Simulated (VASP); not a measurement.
The system is NaP2.

```
CELL_PARAMETERS angstrom
4.72276 0.00000 0.00000
-2.36138 4.09003 0.00000
0.00000 0.00000 3.20759
ATOMIC_POSITIONS crystal
Na 0.00000 0.00000 0.00000
P 0.33333 0.66667 0.50000
P 0.66667 0.33333 0.50000
```

The cell was generated, and may not be a known phase.

| Quantity | Value |
| --- | --- |
| Program | VASP 6.6.1 |
| Task | relaxation of cell and atoms |
| Functional | PBE |
| Potentials or basis | VASP PAW PBE potentials, release 64 (Na_pv, P) |
| Cutoff | 600 eV |
| k mesh | 6 × 6 × 6 |
| Occupations | gaussian, width 0.1 eV |
| Spin | no spin polarisation |

At the start: pressure -6.9 GPa; volume 20.65 Å³/atom.

Q: How do energy, volume and symmetry change on relaxing?

A: Over 3 steps the energy falls by 84.1 meV/atom and the volume is 17.67 Å³/atom (-14.5 %); space group P6/mmm (No. 191, to 0.1 Å) before and after.

The path:
```tsv
step	energy change (eV)	largest force (eV/Å)	pressure (GPa)	volume (Å³)
1	0.0000	0.0000	-6.94	61.96
2	-0.2453	0.0000	-1.48	54.26
3	-0.2522	0.0000	-0.07	53.00
```

Final structure:
```
Na P
1.0
     4.42505    0.00000    0.00000
    -2.21253    3.83221    0.00000
     0.00000    0.00000    3.12529
Na P
1 2
Direct
  0.00000 0.00000 0.00000
  0.33333 0.66667 0.50000
  0.66667 0.33333 0.50000
```

Caveat: an odd number of electrons without spin polarisation forces a metal; a magnetic or distorted state may lie lower.
